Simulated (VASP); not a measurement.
# BaTiO3 (P1) in VASP: notebook

Aim: see how the results for BaTiO3 move with the level of theory and the settings. Levels: PBE+D3(BJ), r2SCAN. Tasks: single point.

Program: VASP 6.6.1. These are calculated values, not measurements. Logs are shortened: lines on timing, memory, paths and dates and some standing lists are left out, and cuts for length are marked.

**1. The cell of the first run**

The typed cell holds 10 atoms: a = 4.000 Å, b = 4.018 Å, c = 8.000 Å, α = 90.00°, β = 90.00°, γ = 90.00°.

**2. Single point, PBE+D3(BJ)**

Contents of INCAR:

```
PREC = Accurate
ENCUT = 520
EDIFF = 1E-6
ISMEAR = -1
SIGMA = 0.05
LREAL = F
LASPH = T
NELM = 100
ALGO = Normal
ISIF = 2
LWAVE = F
LCHARG = F
GGA = PE
IVDW = 12
NBANDS = 51
```

Contents of KPOINTS:

```
Automatic mesh
0
Gamma
  7 7 4
```

Contents of POSCAR:

```
BaTiO3
1.0
   -3.9998000000      0.0000000000      0.0000000000
    0.0000000000      0.0000000000     -4.0180000000
    0.0000000000     -7.9996000000      0.0000000000
Ba Ti O
2 2 6
Direct
    0.0014435500      0.0230418600      0.5075926300
    0.9985564500      0.9769581400      0.9924073700
    0.4803298900      0.5631888500      0.2357999500
    0.5196701100      0.4728111500      0.7642000500
    0.4938005300      0.9659728700      0.2581500200
    0.5061994700      0.0020271300      0.7418499800
    0.5076103700      0.4993320300      0.5074435600
    0.4923896300      0.4706679700      0.9925564400
    0.0152243000      0.4884056200      0.2711337500
    0.9847757000      0.4815943800      0.7288662500
```

Potentials or basis: VASP PAW PBE potentials, release 64 (Ba_sv, Ti_sv, O).

On the command line:

```console
$ cat potpaw_PBE.64/Ba_sv/POTCAR potpaw_PBE.64/Ti_sv/POTCAR potpaw_PBE.64/O/POTCAR > POTCAR
$ mpirun -np 1 vasp_std > vasp.out
```

OUTCAR:

```text
PREC = Accurate
   ENCUT = 520
   EDIFF = 1E-6
   ISMEAR = -1
   LREAL = F
   LASPH = T
   NELM = 100
   ISIF = 2
   GGA = PE
   IVDW = 12
 IVDW          = 12

 ion  position               nearest neighbor table
   1  0.001  0.023  0.508-  10 2.56   9 2.66   6 2.73   7 2.75   6 2.76   7 2.79  10 2.81   5 2.81
                             5 2.86   9 2.86   7 2.89   7 2.92   4 3.35   4 3.43   3 3.44   3 3.53
   2  0.999  0.977  0.992-   8 2.80   6 2.81   8 2.83   8 2.84   6 2.85   8 2.87  10 2.90   5 2.91
                            10 2.93   5 2.93   9 2.97   9 3.03   3 3.20   3 3.29   4 3.31   4 3.33
   3  0.480  0.563  0.236-   5 1.63   9 1.91   8 1.98   9 2.18   7 2.19   5 2.41   2 3.20   2 3.29
                             1 3.44   1 3.53   2 3.61   1 3.62   2 3.69   1 3.71
   4  0.520  0.473  0.764-   8 1.83  10 1.88   6 1.90   7 2.06   6 2.13  10 2.16   2 3.31   2 3.33
                             1 3.35   2 3.41   1 3.43   2 3.43   1 3.58   1 3.66
   5  0.494  0.966  0.258-   3 1.63   3 2.41   1 2.81   1 2.86   2 2.91   2 2.93
   6  0.506  0.002  0.742-   4 1.90   4 2.13   1 2.73   1 2.76   2 2.81   2 2.85
   7  0.508  0.499  0.507-   4 2.06   3 2.19   1 2.75   1 2.79   1 2.89   1 2.92
   8  0.492  0.471  0.993-   4 1.83   3 1.98   2 2.80   2 2.83   2 2.84   2 2.87
   9  0.015  0.488  0.271-   3 1.91   3 2.18   1 2.66   1 2.86   2 2.97   2 3.03
  10  0.985  0.482  0.729-   4 1.88   4 2.16   1 2.56   1 2.81   2 2.90   2 2.93

  LATTYP: Found a simple orthorhombic cell.
 ALAT       =     3.9998000000
 B/A-ratio  =     1.0045502275
 C/A-ratio  =     2.0000000000

  Lattice vectors:

 A1 = (  -3.9998000000,   0.0000000000,   0.0000000000)
 A2 = (   0.0000000000,   0.0000000000,  -4.0180000000)
 A3 = (   0.0000000000,  -7.9996000000,   0.0000000000)

Analysis of symmetry for initial positions (statically):
=====================================================================
 Subroutine PRICEL returns:
 Original cell was already a primitive cell.

 Routine SETGRP: Setting up the symmetry group for a
 simple orthorhombic supercell.

 Subroutine GETGRP returns: Found  1 space group operations
 (whereof  1 operations were pure point group operations)
 out of a pool of  8 trial point group operations.

The static configuration has the point symmetry C_1 .

Analysis of symmetry for dynamics (positions and initial velocities):
=====================================================================
 Subroutine PRICEL returns:
 Original cell was already a primitive cell.

 Routine SETGRP: Setting up the symmetry group for a
 simple orthorhombic supercell.

 Subroutine GETGRP returns: Found  1 space group operations
 (whereof  1 operations were pure point group operations)
 out of a pool of  8 trial point group operations.

The dynamic configuration has the point symmetry C_1 .

 Subroutine INISYM returns: Found  1 space group operations
 (whereof  1 operations are pure point group operations),
 and found     1 'primitive' translations

----------------------------------------------------------------------------------------

                                     Primitive cell

  volume of cell :     128.5631

  direct lattice vectors                    reciprocal lattice vectors
    -3.999800000  0.000000000  0.000000000    -0.250012501  0.000000000  0.000000000
     0.000000000  0.000000000 -4.018000000     0.000000000  0.000000000 -0.248880040
     0.000000000 -7.999600000  0.000000000     0.000000000 -0.125006250  0.000000000

  length of vectors
     3.999800000  4.018000000  7.999600000     0.250012501  0.248880040  0.125006250

  position of ions in fractional coordinates (direct lattice)
     0.001443550  0.023041860  0.507592630
     0.998556450  0.976958140  0.992407370
     0.480329890  0.563188850  0.235799950
     0.519670110  0.472811150  0.764200050
     0.493800530  0.965972870  0.258150020
     0.506199470  0.002027130  0.741849980
     0.507610370  0.499332030  0.507443560
     0.492389630  0.470667970  0.992556440
     0.015224300  0.488405620  0.271133750
     0.984775700  0.481594380  0.728866250

  ion indices of the primitive-cell ions
   primitive index   ion index
                 1           1
                 2           2
                 3           3
                 4           4
                 5           5
                 6           6
                 7           7
                 8           8
                 9           9
                10          10

----------------------------------------------------------------------------------------

 KPOINTS: Automatic mesh

Automatic generation of k-mesh.
 Grid dimensions read from file:
 generate k-points for:    7    7    4

 Generating k-lattice:

  Cartesian coordinates                     Fractional coordinates (reciprocal lattice)
    -0.035716072  0.000000000  0.000000000     0.142857143  0.000000000  0.000000000
     0.000000000  0.000000000 -0.035554291     0.000000000  0.142857143  0.000000000
     0.000000000 -0.031251563  0.000000000     0.000000000  0.000000000  0.250000000

  Length of vectors
     0.035716072  0.035554291  0.031251563

  Shift w.r.t. Gamma in fractional coordinates (k-lattice)
     0.000000000  0.000000000  0.000000000

 Subroutine IBZKPT returns following result:
 ===========================================

 Found     99 irreducible k-points:

 Following reciprocal coordinates:
            Coordinates               Weight
  0.000000  0.000000  0.000000      1.000000
  0.142857  0.000000  0.000000      2.000000
  0.285714  0.000000  0.000000      2.000000
  0.428571  0.000000  0.000000      2.000000
  0.000000  0.142857  0.000000      2.000000
  0.142857  0.142857  0.000000      2.000000
[... 16 lines left out ...]
  0.285714 -0.428571  0.000000      2.000000
  0.428571  0.428571  0.000000      2.000000
 [... further k-points ...]
   k-points           NKPTS =     99   k-points in BZ     NKDIM =     99   number of bands    NBANDS=     51
   number of dos      NEDOS =    301   number of ions     NIONS =     10
   total plane-waves  NPLWV =  54000
   dimension x,y,z NGX =    30 NGY =   30 NGZ =   60
   dimension x,y,z NGXF=    60 NGYF=   60 NGZF=  120
   ions per type =               2   2   6
   NGX,Y,Z   is equivalent  to a cutoff of  12.47, 12.41, 12.47 a.u.
   NGXF,Y,Z  is equivalent  to a cutoff of  24.94, 24.83, 24.94 a.u.
 SYSTEM =  unknown system
   PREC   = accura    normal or accurate (medium, high low for compatibility)
   ISTART =      0    job   : 0-new  1-cont  2-samecut
   ICHARG =      2    charge: 1-file 2-atom 10-const
   ISPIN  =      1    spin polarized calculation?
   LNONCOLLINEAR =      F non collinear calculations
   LSORBIT =      F    spin-orbit coupling
   LASPH  =      T    aspherical Exc in radial PAW
   ENCUT  =  520.0 eV  38.22 Ry    6.18 a.u.   7.44  7.47 14.87*2*pi/ulx,y,z
   NELM   =    100;   NELMIN=  2; NELMDL= -5     # of ELM steps
   EDIFF  = 0.1E-05   stopping-criterion for ELM
   LREAL  =      F    real-space projection
   EDIFFG = 0.1E-04   stopping-criterion for IOM
   NSW    =      0    number of steps for IOM
   IBRION =     -1    ionic relax: 0-MD 1-quasi-New 2-CG
   NFREE  =      0    steps in history (QN), initial steepest desc. (CG)
   ISIF   =      2    stress and relaxation
   ISYM   =      2    0-nonsym 1-usesym 2-fastsym
   POTIM  = 0.5000    time-step for ionic-motion
   TEBEG  =    0.0;   TEEND  =   0.0 temperature during run
   PSTRESS=    0.0 pullay stress
   NELECT =      80.0000    total number of electrons
   NUPDOWN=      -1.0000    fix difference up-down
   EMIN   =  10.00;   EMAX   =-10.00  energy-range for DOS
   EFERMI =   0.00;   METHOD = LEGACY
   ISMEAR =    -1;   SIGMA  =   0.05  broadening in eV -4-tet -1-fermi 0-gaus
   EFERMI_NEDOS =   21; number of points for ismear=-14 and -15
   IALGO  =     38    algorithm
   IMIX   =      4    mixing-type and parameters
     AMIX     =   0.40;   BMIX     =  1.00
     AMIX_MAG =   1.60;   BMIX_MAG =  1.00
  volume/ion in A,a.u.               =      12.86        86.76
  Fermi-wavevector in a.u.,A,eV,Ry     =   1.397653  2.641181 26.578078  1.953434
  Thomas-Fermi vector in A             =   2.520888
   LORBIT       =      0    0 simple, 1 ext, 2 COOP (PROOUT), +10 PAW based schemes
   GGA     = PE    functional components
   LHFCALC =     F    Hartree Fock is set to
   AEXX    =    0.0000 exact exchange contribution
   IVDW    =    12    specifies the selected vdW correction
   LEPSILON=     F    determine dielectric tensor
   LRPA    =     F    only Hartree local field effects (RPA)
 non-spin polarized calculation
  energy-cutoff  :      520.00
  volume of cell :      128.56
 maximum number of plane-waves:      3502
 NGX is ok and might be reduce to    30
   NGX = 15   NGY = 15   NGZ = 29

 number of electron      79.9999983 magnetization

 Free energy of the ion-electron system (eV)
  ---------------------------------------------------
  ext. energy  EPLUGINS =         0.00000000
  ---------------------------------------------------
  free energy    TOTEN  =       -78.21224554 eV

  energy without entropy =      -78.21224544  energy(sigma->0) =      -78.21224549

 E-fermi :   5.3665     XC(G=0): -11.2129

 val. band max:        4.6576094651   @ k =   0.4286  -0.4286   0.0000
 cond. band min:       6.0035165042   @ k =   0.0000   0.0000   0.0000
 fundamental gap:      1.3459070391
 Fermi energy:         5.3665404490

 k-point     1 :       0.0000    0.0000    0.0000
  band No.  band energies     occupation
      1     -52.4222      2.00000
      2     -52.3238      2.00000
      3     -29.0073      2.00000
      4     -28.7645      2.00000
      5     -28.6819      2.00000
      6     -28.6748      2.00000
[... 43 lines left out ...]
     50       8.5542      0.00000
     51       9.1249      0.00000
[... 1240 lines left out ...]
     50      10.3368      0.00000
     51      11.3011      0.00000

 [... further k-points ...]

------------------------ aborting loop because EDIFF is reached ----------------------------------------

 Edisp (eV)   -2.64484

 E8    (eV) :    -1.2032

  FORCE on cell =-STRESS in cart. coord.  units (eV):
  Direction    XX          YY          ZZ          XY          YZ          ZX
  --------------------------------------------------------------------------------------
  -------------------------------------------------------------------------------------
  Total       3.57541     4.83524    12.27000     0.35392     1.17032    -0.13959
  in kB      44.55743    60.25761   152.91101     4.41062    14.58471    -1.73958
  external pressure =       85.91 kB  Pullay stress =        0.00 kB

 VOLUME and BASIS-vectors are now :
 -----------------------------------------------------------------------------
  energy-cutoff  :      520.00
  volume of cell :      128.56
      direct lattice vectors                 reciprocal lattice vectors
    -3.999800000  0.000000000  0.000000000    -0.250012501  0.000000000  0.000000000
     0.000000000  0.000000000 -4.018000000     0.000000000  0.000000000 -0.248880040
     0.000000000 -7.999600000  0.000000000     0.000000000 -0.125006250  0.000000000

 POSITION                                       TOTAL-FORCE (eV/Angst)
 -----------------------------------------------------------------------------------
     -0.00577     -4.06054     -0.09258        -0.032954      0.534671      0.710395
     -3.99403     -7.93886     -3.92542        -0.036405      0.072733     -0.623494
     -1.92122     -1.88631     -2.26289        -0.096509     -3.808280      5.811783
     -2.07858     -6.11329     -1.89976         0.015345      5.531949     -0.104822
     -1.97510     -2.06510     -3.88128        -0.372226      1.002336     -4.547283
     -2.02470     -5.93450     -0.00815         0.351316     -1.654246      0.369952
     -2.03034     -4.05935     -2.00632         0.295949      0.572235     -0.085504
     -1.96946     -7.94005     -1.89114        -0.051035     -1.949034     -0.562193
     -0.06089     -2.16896     -1.96241         0.413529      2.224316     -0.349772
     -3.93891     -5.83064     -1.93505        -0.487009     -2.526680     -0.619062
 -----------------------------------------------------------------------------------
    total drift:                               -0.000319      0.000520      0.000332

  FREE ENERGIE OF THE ION-ELECTRON SYSTEM (eV)
  ---------------------------------------------------
  free  energy   TOTEN  =       -80.8570820185 eV

  energy  without entropy=      -80.8570819123  energy(sigma->0) =      -80.85708197
```

Wall time 5.9 min (1 thread of Intel Xeon 6975P-C (Granite Rapids), shared host); peak memory 0.61 GiB.

Results:

* Free energy: -80.8571 eV
* Pressure: 8.6 GPa
* Largest force: 6.949 eV/Å
* Band gap on the k mesh: 1.35 eV (least direct gap 1.51 eV)
* Dispersion energy per atom: -0.264 eV

Forces in eV/Å, atoms in the order of the input:
```
Ba  -0.033  0.535  0.710
Ba  -0.036  0.073 -0.623
Ti  -0.097 -3.808  5.812
Ti   0.015  5.532 -0.105
O   -0.372  1.002 -4.547
O    0.351 -1.654  0.370
O    0.296  0.572 -0.086
O   -0.051 -1.949 -0.562
O    0.414  2.224 -0.350
O   -0.487 -2.527 -0.619
```

Levels at points of the mesh, in eV from the valence-band top:
```
           k point  band 38  band 39  band 40  band 41  band 42  band 43
(0.00, 0.00, 0.00)    -0.79    -0.44    -0.16     1.35     1.53     1.81
(0.00, 0.00, 0.50)    -1.33    -0.50    -0.27     1.41     1.93     2.19
```

Caveat: three body term missing; the stress differs along the axes, from 4 to 15 GPa; spin-orbit coupling is left out, which moves the levels of the heavy elements; forces of over 1 eV/Å act on the atoms, so gaps and moduli don't describe the material at rest.

**3. Single point, r2SCAN**

POSCAR is that of step 2.

Contents of INCAR.step1:

```
SYSTEM = BaTiO3
ALGO = Normal
EDIFF = 1E-4
ENCUT = 520
GGA = PE
ISMEAR = -1
LASPH = .True.
LCHARG = .False.
LREAL = .False.
LWAVE = .True.
NBANDS = 51
NELM = 60
PREC = Accurate
SIGMA = 0.05
```

Contents of INCAR.step2:

```
SYSTEM = BaTiO3
ALGO = Normal
EDIFF = 1E-7
ENCUT = 520
ISIF = 2
ISMEAR = -1
ISTART = 1
LASPH = .True.
LCHARG = .False.
LMIXTAU = .True.
LREAL = .False.
LWAVE = .False.
METAGGA = R2SCAN
NBANDS = 51
NELM = 60
PREC = Accurate
SIGMA = 0.05
```

Contents of KPOINTS:

```
k-points
0
Gamma
  7 7 4
  0 0 0
```

Potentials or basis: VASP PAW PBE potentials, release 64 (Ba_sv, Ti_sv, O).

On the command line:

```console
$ cat potpaw_PBE.64/Ba_sv/POTCAR potpaw_PBE.64/Ti_sv/POTCAR potpaw_PBE.64/O/POTCAR > POTCAR
$ cp INCAR.step1 INCAR
$ mpirun -np 1 vasp_std > vasp.out
$ cp INCAR.step2 INCAR
$ mpirun -np 1 vasp_std > vasp.out
```

It took 57 min on 1 thread of Oxide Virtual Turin-like, shared host; peak memory 0.57 GiB.

The run converged. Its results:

```yaml
Free_energy: -146.6323 eV
Pressure: 9.2 GPa
Largest_force: 7.290 eV/Å
Band_gap_on_the_k_mesh: 1.67 eV (least direct gap 1.84 eV)
```

Forces on the atoms (eV/Å):
```
Ba  -0.036  0.587  0.776
Ba  -0.037  0.055 -0.660
Ti  -0.104 -4.109  6.021
Ti   0.029  5.895 -0.124
O   -0.373  1.126 -4.579
O    0.348 -1.797  0.347
O    0.313  0.556 -0.100
O   -0.060 -1.986 -0.618
O    0.392  2.410 -0.426
O   -0.472 -2.736 -0.637
```

Stress tensor (GPa, compression positive):
```
 5.03  0.47 -0.21
 0.47  6.52  1.51
-0.21  1.51 16.11
```

Levels at points of the mesh, in eV from the valence-band top:
```csv
k point,band 38,band 39,band 40,band 41,band 42,band 43
"(0.00, 0.00, 0.00)",-0.83,-0.44,-0.17,1.67,1.85,2.13
"(0.00, 0.00, 0.50)",-1.37,-0.50,-0.27,1.72,2.24,2.50
```

Caveat: the stress differs along the axes, from 5 to 16 GPa; the PAW data sets were made with another functional, which shifts forces and pressure a little; spin-orbit coupling is left out, which moves the levels of the heavy elements. A k mesh can miss the band edges.
